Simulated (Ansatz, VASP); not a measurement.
# One calculation of Sn5C, two programs

```xyz
6
Lattice="4.2756 0.0000 0.0000 -2.1378 3.7028 0.0000 0.0000 0.0000 10.8769" Properties=species:S:1:pos:R:3 pbc="T T T"
C     0.0000    0.0000    0.0193
Sn    2.1378    1.2343    7.5211
Sn    0.0000    2.4685    3.4864
Sn    2.1378    1.2343   10.3987
Sn    0.0000    2.4685    6.2830
Sn    0.0000    0.0000    2.2031
```

Alike in both runs: task single point; functional PBE; k mesh 12 × 12 × 2; occupations fermi-dirac, width 0.02 eV; no spin polarisation.

|  | VASP | Ansatz |
| --- | --- | --- |
| version | VASP 6.6.1 | Ansatz 0.2.0 |
| potentials or method | VASP PAW PBE potentials, release 64 (C, Sn_d) | plane waves, PAW |
| plane-wave cutoff (eV) | 520 | 420 |
| valence electrons in the cell | 74 | 74 |

|  | VASP | Ansatz | Ansatz less VASP |
| --- | --- | --- | --- |
| pressure (GPa) | 1.6 | 1.6 | +0.05 |
| traceless stress, the component that is largest in VASP (GPa) | 0.31 | 0.32 | +0.010 |
| rms of the force components (eV/Å) | 0.041 | 0.039 | -0.0014 |

Atom by atom the forces differ by 0.002 eV/Å (rms over components). With one functional, cell and mesh, what is left measures potentials, basis and numerics.
